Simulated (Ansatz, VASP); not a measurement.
## Sc: VASP beside Ansatz

```
CELL_PARAMETERS angstrom
0.00000 2.23644 2.30456
2.23644 0.00000 2.30456
2.23644 2.23644 0.00000
ATOMIC_POSITIONS crystal
Sc 0.00000 0.00000 0.00000
```

Change from the starting cell: strain -0.015 along x and y, +0.015 along z, atoms carried along.

Alike in both runs: task single point; functional PBEsol; k mesh 18 × 18 × 18; occupations gaussian, width 0.15 eV; no spin polarisation.

```csv
,VASP,Ansatz
version,VASP 6.6.1,Ansatz 0.2.0
potentials or method,"VASP PAW PBE potentials, release 64 (Sc_sv), cutoff 520 eV","scalar-relativistic, plane waves, PAW"
valence electrons in the cell,11,11
```

|  | VASP | Ansatz | Ansatz less VASP |
| --- | --- | --- | --- |
| gap on the k mesh at the Fermi level (eV) | none | none | - |
| pressure (GPa) | 1.3 | 1.3 | 0.00 |
| traceless stress, the component that is largest in VASP (GPa) | -0.64 | -0.64 | +0.003 |

VASP's potentials were made for PBE, not for PBEsol. A gap of «none» marks a metal or a gap that the smearing closes.
